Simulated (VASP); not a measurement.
Write the native input for VASP 6.6.1 that does the following.

```
Task                   : relaxation of cell and atoms
Functional             : PBE
Potentials or basis    : VASP PAW PBE potentials, release 64 (Ti_sv, B)
Cutoff                 : 500 eV
k mesh                 : 8 × 8 × 8
Occupations            : methfessel-paxton, width 0.05 eV
Spin                   : no spin polarisation
Target pressure        : 20 GPa
Dipole correction      : no
Further INCAR settings : ALGO = Normal; EDIFF = 1e-07; IBRION = 2; EDIFFG = -0.03; NSW = 80; ISIF = 3
```

The structure of TiB2 lies in POSCAR:

```
TiB2
1.0
    0.0000000000      2.3800000000      2.3800000000
    2.3800000000      0.0000000000      2.3800000000
    2.3800000000      2.3800000000      0.0000000000
Ti B
1 2
Direct
    0.0000000000      0.0000000000      0.0000000000
    0.2500000000      0.2500000000      0.2500000000
    0.7500000000      0.7500000000      0.7500000000
```

The input as run:

INCAR

```
SYSTEM = TiB2
PREC = Accurate
ENCUT = 500
EDIFF = 1E-7
ISMEAR = 1
SIGMA = 0.05
LREAL = .FALSE.
LASPH = .TRUE.
NELM = 120
ALGO = Normal
ISIF = 3
LWAVE = .FALSE.
LCHARG = .FALSE.
GGA = PE
IBRION = 2
NSW = 80
EDIFFG = -0.03
PSTRESS = 200.0
GGA_COMPAT = .FALSE.
NELMIN = 4
```

KPOINTS

```
Automatic mesh
0
G
  8 8 8
  0 0 0
```

Potentials or basis: VASP PAW PBE potentials, release 64 (Ti_sv, B).

Run with:

```bash
$ cat potpaw_PBE.64/Ti_sv/POTCAR potpaw_PBE.64/B/POTCAR > POTCAR
$ mpirun -np 1 vasp_std > vasp.out
```

It gave:

```
Relaxed volume                                             : 9.88 Å³/atom
Relaxed cell                                               : a = 3.474 Å, b = 3.474 Å, c = 3.474 Å, α = 60.00°, β = 60.00°, γ = 60.00°
Space group after relaxing (to 0.1 Å)                      : Fm-3m (No. 225)
Energy change on relaxing (the run minimises the enthalpy) : -174.9 meV/atom
Ionic steps                                                : 3
Pressure after relaxing                                    : 19.7 GPa
Band gap on the k mesh                                     : zero (bands 9 and 10 overlap by 1.74 eV)
```

Caveat: the cell is relaxed towards a set pressure, so the run minimises the enthalpy, not the energy.

It took 48 s on 1 thread of Intel(R) Xeon(R) Platinum 8488C (Sapphire Rapids), with other jobs on the host, peak memory 0.16 GiB.
